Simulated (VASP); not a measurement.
Here is a VASP 6.6.1 calculation.

File INCAR:

```
SYSTEM = Cu
ALGO = Normal
EDIFF = 1E-8
ENCUT = 520
GGA = PE
ISIF = 2
ISMEAR = -1
LASPH = .TRUE.
LCHARG = .FALSE.
LEFG = .TRUE.
LREAL = .FALSE.
LWAVE = .FALSE.
NBANDS = 12
NELM = 100
PREC = Accurate
SIGMA = 0.08
```

Contents of KPOINTS:

```
k-points
0
G
  19 19 19
  0 0 0
```

The input POSCAR:

```
Cu
1.0
   -0.0361500000      1.7894250000      1.7894250000
    1.7894250000     -0.0361500000      1.7894250000
    1.7894250000      1.7894250000     -0.0361500000
Cu
1
Direct
    0.0000000000      0.0000000000      0.0000000000
```

Potentials or basis: VASP PAW PBE potentials, release 64 (Cu).

The run is started by

```bash
$ cat potpaw_PBE.64/Cu/POTCAR > POTCAR
$ mpirun -np 1 vasp_std > vasp.out
```

Question: Predict the pressure.

Answer: 2.5 GPa.

Stress tensor (GPa, compression positive):
```
2.46 1.44 1.44
1.44 2.46 1.44
1.44 1.44 2.46
```

Caveat: the cell differs from its parent crystal (equal xy, yz and zx shear strains of -2 %); without QUAD_EFG the Cq values of the log hold for a quadrupole moment of 1 mb, not for the nuclei.
